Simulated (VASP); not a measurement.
Crystal: Si2W.

```
Si W
1.0
     2.69523   -3.57694    0.00000
     2.69523    3.57694    0.00000
     0.00000    0.00000    2.72238
Si W
2 1
Direct
  0.00000 0.50000 0.00000
  0.50000 0.00000 0.00000
  0.00000 0.00000 0.00000
```

```yaml
Program: VASP 6.6.1
Task: relaxation of cell and atoms
Functional: PBE
Potentials_or_basis: VASP PAW PBE potentials, release 64 (Si, W_sv)
Cutoff: 600 eV
k_mesh: 4 × 4 × 6
Occupations: gaussian, width 0.1 eV
Spin: no spin polarisation
```

At the start: pressure 29.4 GPa; volume 17.50 Å³/atom.

Question: Where does the relaxation end?

Answer: Over 12 steps the energy falls by 393.7 meV/atom and the volume is 19.96 Å³/atom (+14.1 %); space group Cmmm (No. 65, to 0.05 Å).

Step by step:
```csv
step,energy change (eV),largest force (eV/Å),pressure (GPa),volume (Å³)
1,0.0000,0.0000,29.38,52.49
2,0.4654,0.0000,-18.30,79.86
3,-1.1131,0.0000,-3.65,63.04
4,-1.1174,0.0000,-2.54,62.47
5,-1.1177,0.0000,-2.14,62.26
6,-1.1763,0.0000,-0.26,60.49
7,-1.1777,0.0000,-0.55,60.70
8,-1.1777,0.0000,-0.58,60.73
9,-1.1791,0.0000,0.37,60.17
10,-1.1791,0.0000,0.25,60.24
11,-1.1806,0.0000,0.17,60.14
12,-1.1812,0.0000,0.00,59.88
```

Final structure:
```
Si W
1.0
     2.80444   -4.03242    0.00000
     2.80444    4.03242    0.00000
     0.00000    0.00000    2.64769
Si W
2 1
Direct
  0.00000 0.50000 0.00000
  0.50000 0.00000 0.00000
  0.00000 0.00000 0.00000
```

Caveat: the k points lie up to 0.40 Å⁻¹ apart in the final cell.
